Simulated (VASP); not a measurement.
# Mo (Im-3m) in VASP: single point with PBE

Aim: the single point of Mo with PBE.

All numbers are computed with VASP 6.6.1; they aren't measurements. Logs are shortened: lines on timing, memory, paths and dates and some standing lists are left out, and cuts for length are marked.

### Step 1. The cell of the first run

Symmetry: Im-3m, No. 229, cubic system. The conventional cell has a = 3.162 Å, b = 3.162 Å, c = 3.162 Å, α = 90.00°, β = 90.00°, γ = 90.00°. Mo (site symmetry m-3m) has 14 Mo at 2.74 to 3.16 Å within 3.6 Å.

### Step 2. Single point, PBE

INCAR reads:

```
PREC = Accurate
ENCUT = 520
EDIFF = 1E-6
ISMEAR = -1
SIGMA = 0.13605693000000002
LREAL = F
LASPH = T
NELM = 60
ALGO = Normal
ISIF = 2
LWAVE = F
LCHARG = F
GGA = PE
NBANDS = 13
```

KPOINTS reads:

```
regular mesh
0
Gamma
  15 15 15
```

POSCAR reads:

```
Mo
1.0
   -1.5808258248      1.5808258248      1.5808258248
    1.5808258248     -1.5808258248      1.5808258248
    1.5808258248      1.5808258248     -1.5808258248
Mo
1
Direct
    0.0000000000      0.0000000000      0.0000000000
```

Potentials or basis: VASP PAW PBE potentials, release 64 (Mo_sv).

Started as:

```sh
$ cat potpaw_PBE.64/Mo_sv/POTCAR > POTCAR
$ mpirun -np 1 vasp_std > vasp.out
```

OUTCAR:

```text
PREC = Accurate
   ENCUT = 520
   EDIFF = 1E-6
   ISMEAR = -1
   LREAL = F
   LASPH = T
   NELM = 60
   ISIF = 2
   GGA = PE

 ion  position               nearest neighbor table
   1  0.000  0.000  0.000-

  LATTYP: Found a body centered cubic cell.
 ALAT       =     3.1616516496

  Lattice vectors:

 A1 = (  -1.5808258248,   1.5808258248,   1.5808258248)
 A2 = (   1.5808258248,  -1.5808258248,   1.5808258248)
 A3 = (   1.5808258248,   1.5808258248,  -1.5808258248)

Analysis of symmetry for initial positions (statically):
=====================================================================
 Subroutine PRICEL returns:
 Original cell was already a primitive cell.

 Routine SETGRP: Setting up the symmetry group for a
 body centered cubic supercell.

 Subroutine GETGRP returns: Found 48 space group operations
[... 9 lines left out ...]

 Routine SETGRP: Setting up the symmetry group for a
 body centered cubic supercell.

 Subroutine GETGRP returns: Found 48 space group operations
[... 11 lines left out ...]
                                     Primitive cell

  volume of cell :      15.8020

  direct lattice vectors                    reciprocal lattice vectors
    -1.580825825  1.580825825  1.580825825     0.000000000  0.316290379  0.316290379
     1.580825825 -1.580825825  1.580825825     0.316290379  0.000000000  0.316290379
     1.580825825  1.580825825 -1.580825825     0.316290379  0.316290379  0.000000000

  length of vectors
     2.738070646  2.738070646  2.738070646     0.447302144  0.447302144  0.447302144

  position of ions in fractional coordinates (direct lattice)
     0.000000000  0.000000000  0.000000000

  ion indices of the primitive-cell ions
   primitive index   ion index
                 1           1

----------------------------------------------------------------------------------------

 KPOINTS: regular mesh

Automatic generation of k-mesh.
 Grid dimensions read from file:
 generate k-points for:   15   15   15

 Generating k-lattice:

  Cartesian coordinates                     Fractional coordinates (reciprocal lattice)
     0.000000000  0.021086025  0.021086025     0.066666667  0.000000000  0.000000000
     0.021086025  0.000000000  0.021086025     0.000000000  0.066666667  0.000000000
     0.021086025  0.021086025  0.000000000     0.000000000  0.000000000  0.066666667

  Length of vectors
     0.029820143  0.029820143  0.029820143

  Shift w.r.t. Gamma in fractional coordinates (k-lattice)
     0.000000000  0.000000000  0.000000000

 Subroutine IBZKPT returns following result:
 ===========================================

 Found    120 irreducible k-points:

 Following reciprocal coordinates:
            Coordinates               Weight
  0.000000  0.000000  0.000000      1.000000
  0.066667  0.000000  0.000000     12.000000
  0.133333  0.000000  0.000000     12.000000
  0.200000  0.000000  0.000000     12.000000
  0.266667  0.000000  0.000000     12.000000
  0.333333  0.000000  0.000000     12.000000
[... 16 lines left out ...]
  0.333333  0.200000  0.000000     48.000000
  0.400000  0.200000  0.000000     24.000000
 [... further k-points ...]
   k-points           NKPTS =    120   k-points in BZ     NKDIM =    120   number of bands    NBANDS=     13
   number of dos      NEDOS =    301   number of ions     NIONS =      1
   total plane-waves  NPLWV =   8000
   dimension x,y,z NGX =    20 NGY =   20 NGZ =   20
   dimension x,y,z NGXF=    40 NGYF=   40 NGZF=   40
   ions per type =               1
   NGX,Y,Z   is equivalent  to a cutoff of  12.14, 12.14, 12.14 a.u.
   NGXF,Y,Z  is equivalent  to a cutoff of  24.29, 24.29, 24.29 a.u.
 SYSTEM =  unknown system
   PREC   = accura    normal or accurate (medium, high low for compatibility)
   ISTART =      0    job   : 0-new  1-cont  2-samecut
   ICHARG =      2    charge: 1-file 2-atom 10-const
   ISPIN  =      1    spin polarized calculation?
   LNONCOLLINEAR =      F non collinear calculations
   LSORBIT =      F    spin-orbit coupling
   LASPH  =      T    aspherical Exc in radial PAW
   ENCUT  =  520.0 eV  38.22 Ry    6.18 a.u.   5.09  5.09  5.09*2*pi/ulx,y,z
   NELM   =     60;   NELMIN=  2; NELMDL= -5     # of ELM steps
   EDIFF  = 0.1E-05   stopping-criterion for ELM
   LREAL  =      F    real-space projection
   EDIFFG = 0.1E-04   stopping-criterion for IOM
   NSW    =      0    number of steps for IOM
   IBRION =     -1    ionic relax: 0-MD 1-quasi-New 2-CG
   NFREE  =      0    steps in history (QN), initial steepest desc. (CG)
   ISIF   =      2    stress and relaxation
   ISYM   =      2    0-nonsym 1-usesym 2-fastsym
   POTIM  = 0.5000    time-step for ionic-motion
   TEBEG  =    0.0;   TEEND  =   0.0 temperature during run
   PSTRESS=    0.0 pullay stress
   NELECT =      14.0000    total number of electrons
   NUPDOWN=      -1.0000    fix difference up-down
   EMIN   =  10.00;   EMAX   =-10.00  energy-range for DOS
   EFERMI =   0.00;   METHOD = LEGACY
   ISMEAR =    -1;   SIGMA  =   0.14  broadening in eV -4-tet -1-fermi 0-gaus
   EFERMI_NEDOS =   21; number of points for ismear=-14 and -15
   IALGO  =     38    algorithm
   IMIX   =      4    mixing-type and parameters
     AMIX     =   0.40;   BMIX     =  1.00
     AMIX_MAG =   1.60;   BMIX_MAG =  1.00
  volume/ion in A,a.u.               =      15.80       106.64
  Fermi-wavevector in a.u.,A,eV,Ry     =   1.572341  2.971294 33.637101  2.472257
  Thomas-Fermi vector in A             =   2.673790
   LORBIT       =      0    0 simple, 1 ext, 2 COOP (PROOUT), +10 PAW based schemes
   GGA     = PE    functional components
   LHFCALC =     F    Hartree Fock is set to
   AEXX    =    0.0000 exact exchange contribution
   IVDW    =     0    specifies the selected vdW correction
   LEPSILON=     F    determine dielectric tensor
   LRPA    =     F    only Hartree local field effects (RPA)
 non-spin polarized calculation
  energy-cutoff  :      520.00
  volume of cell :       15.80
 maximum number of plane-waves:       437
   NGX = 11   NGY = 11   NGZ = 11

 number of electron      14.0000004 magnetization

 Free energy of the ion-electron system (eV)
  ---------------------------------------------------
  ext. energy  EPLUGINS =         0.00000000
  ---------------------------------------------------
  free energy    TOTEN  =       -10.95344387 eV

  energy without entropy =      -10.91189384  energy(sigma->0) =      -10.93266885

 E-fermi :  12.3835     XC(G=0): -13.3290

 val. band max:       12.3404934897   @ k =  -0.1333   0.1333   0.1333
 cond. band min:      12.3835614261   @ k =   0.0667   0.0667   0.0667
 fundamental gap:      0.0430679364
 Fermi energy:        12.3834918778

 k-point     1 :       0.0000    0.0000    0.0000
  band No.  band energies     occupation
      1     -48.8564      2.00000
      2     -22.1475      2.00000
      3     -22.1475      2.00000
      4     -22.1475      2.00000
      5       5.2201      2.00000
      6      11.0784      1.99986
      7      11.0784      1.99986
      8      11.0784      1.99986
      9      14.0640      0.00001
     10      14.0640      0.00001
     11      27.2349      0.00000
     12      27.2349      0.00000
     13      27.2349      0.00000

 k-point     2 :       0.0667    0.0000    0.0000
  band No.  band energies     occupation
      1     -48.8457      2.00000
      2     -22.2100      2.00000
      3     -22.1668      2.00000
      4     -22.1479      2.00000
      5       5.4143      2.00000
      6      10.9694      1.99994
      7      11.0600      1.99988
      8      11.2602      1.99948
      9      13.9057      0.00003
     10      14.0671      0.00001
     11      27.3782      0.00000
     12      27.5622      0.00000
     13      27.6099      0.00000

 k-point     3 :       0.1333    0.0000    0.0000
  band No.  band energies     occupation
      1     -48.8152      2.00000
      2     -22.3846      2.00000
      3     -22.2211      2.00000
      4     -22.1492      2.00000
      5       5.9556      2.00000
      6      10.6762      1.99999
      7      10.9734      1.99994
      8      11.7947      1.97394
      9      13.6041      0.00025
     10      14.0863      0.00001
     11      27.6719      0.00000
     12      28.4477      0.00000
     13      28.5050      0.00000

 k-point     4 :       0.2000    0.0000    0.0000
  band No.  band energies     occupation
      1     -48.7701      2.00000
      2     -22.6361      2.00000
      3     -22.3003      2.00000
      4     -22.1511      2.00000
      5       6.6935      2.00000
      6      10.2781      2.00000
      7      10.8338      1.99998
      8      12.6481      0.25024
      9      13.4683      0.00069
     10      14.1437      0.00000
     11      27.6619      0.00000
     12      28.9126      0.00000
     13      29.9663      0.00000

 k-point     5 :       0.2667    0.0000    0.0000
  band No.  band energies     occupation
      1     -48.7178      2.00000
      2     -22.9172      2.00000
      3     -22.3899      2.00000
      4     -22.1533      2.00000
      5       7.2962      2.00000
      6       9.8614      2.00000
      7      10.9566      1.99994
      8      13.5921      0.00028
      9      13.7565      0.00008
     10      14.2551      0.00000
     11      26.9515      0.00000
     12      28.1933      0.00000
     13      31.8220      0.00000

 k-point     6 :       0.3333    0.0000    0.0000
  band No.  band energies     occupation
      1     -48.6673      2.00000
      2     -23.1789      2.00000
      3     -22.4743      2.00000
      4     -22.1555      2.00000
      5       7.4437      2.00000
      6       9.4956      2.00000
      7      11.7077      1.98617
      8      13.8596      0.00004
      9      14.4138      0.00000
     10      15.0075      0.00000
     11      25.8863      0.00000
     12      26.6699      0.00000
     13      33.2044      0.00000

 k-point     7 :       0.4000    0.0000    0.0000
  band No.  band energies     occupation
      1     -48.6276      2.00000
      2     -23.3790      2.00000
      3     -22.5395      2.00000
      4     -22.1573      2.00000
      5       7.3082      2.00000
      6       9.2283      2.00000
      7      12.8325      0.07111
      8      14.1129      0.00001
      9      14.5807      0.00000
     10      16.1972      0.00000
     11      24.9551      0.00000
     12      25.0913      0.00000
     13      31.0742      0.00000
[... 193 lines left out ...]
 k-point    20 :       0.4000    0.1333    0.0000
  band No.  band energies     occupation
      1     -48.5954      2.00000
      2     -23.4159      2.00000
      3     -22.6529      2.00000
      4     -22.2367      2.00000
      5       7.6788      2.00000
      6       9.2402      2.00000
      7      12.2660      1.40670
      8      13.9365      0.00002
      9      15.1788      0.00000
     10      18.3257      0.00000
     11      23.6007      0.00000
     12      25.2008      0.00000
     13      28.8483      0.00000

 k-point    21 :       0.2000    0.2000    0.0000
  band No.  band energies     occupation
      1     -48.6552      2.00000
      2     -23.1299      2.00000
      3     -22.5186      2.00000
      4     -22.2562      2.00000
      5       8.2499      2.00000
      6       9.6789      2.00000
      7      10.3236      2.00000
      8      13.3444      0.00171
      9      14.7365      0.00000
     10      16.1122      0.00000
     11      26.2818      0.00000
     12      27.6336      0.00000
     13      30.7249      0.00000

 k-point    22 :       0.2667    0.2000    0.0000
  band No.  band energies     occupation
      1     -48.6178      2.00000
      2     -23.2470      2.00000
      3     -22.6424      2.00000
      4     -22.2746      2.00000
      5       8.3308      2.00000
      6       9.4927      2.00000
      7      10.7636      1.99999
      8      13.6083      0.00025
      9      14.8478      0.00000
     10      17.6854      0.00000
     11      24.9911      0.00000
     12      26.5919      0.00000
     13      29.3938      0.00000

 k-point    23 :       0.3333    0.2000    0.0000
  band No.  band energies     occupation
      1     -48.5922      2.00000
      2     -23.3161      2.00000
      3     -22.7394      2.00000
      4     -22.2836      2.00000
      5       8.2124      2.00000
      6       9.4104      2.00000
      7      11.2566      1.99949
      8      13.8775      0.00003
      9      14.9876      0.00000
     10      19.1109      0.00000
     11      23.6533      0.00000
     12      25.5873      0.00000
     13      28.7699      0.00000

 k-point    24 :       0.4000    0.2000    0.0000
  band No.  band energies     occupation
      1     -48.5832      2.00000
      2     -23.3383      2.00000
      3     -22.7761      2.00000
      4     -22.2864      2.00000
      5       8.1498      2.00000
      6       9.3874      2.00000
      7      11.4566      1.99780
      8      13.9615      0.00002
      9      15.1064      0.00000
     10      19.8007      0.00000
     11      22.9792      0.00000
     12      25.1682      0.00000
     13      28.5870      0.00000

 [... further k-points ...]
[... 5 lines left out ...]
  --------------------------------------------------------------------------------------
  -------------------------------------------------------------------------------------
  Total        0.0517629      0.0517629      0.0517629      0.0000000      0.0000000      0.0000000
  in kB        5.2482843      5.2482843      5.2482843      0.0000000      0.0000000      0.0000000
  external PRESSURE =       5.2482843 kB  Pullay stress =       0.0000000 kB

 VOLUME and BASIS-vectors are now :
 -----------------------------------------------------------------------------
  energy-cutoff  :      520.00
  volume of cell :       15.80
      direct lattice vectors                 reciprocal lattice vectors
    -1.580825825  1.580825825  1.580825825     0.000000000  0.316290379  0.316290379
     1.580825825 -1.580825825  1.580825825     0.316290379  0.000000000  0.316290379
     1.580825825  1.580825825 -1.580825825     0.316290379  0.316290379  0.000000000

 POSITION                                       TOTAL-FORCE (eV/Angst)
 -----------------------------------------------------------------------------------
      0.00000      0.00000      0.00000         0.000000     -0.000000      0.000000
 -----------------------------------------------------------------------------------
    total drift:                                0.000000      0.000000      0.000000

  FREE ENERGIE OF THE ION-ELECTRON SYSTEM (eV)
  ---------------------------------------------------
  free  energy   TOTEN  =       -10.9534438677 eV

  energy  without entropy=      -10.9118938416  energy(sigma->0) =      -10.93266885
```

Run time: 10 s. Hardware: 1 thread of Intel Xeon Platinum 8488C (Sapphire Rapids), shared host; peak memory 0.14 GiB.

What came out:

```
Free energy            : -10.9534 eV
Pressure               : 0.5 GPa
Band gap on the k mesh : zero (band 7 reaches 16.06 eV, above the bottom of band 8 at 11.08 eV)
```
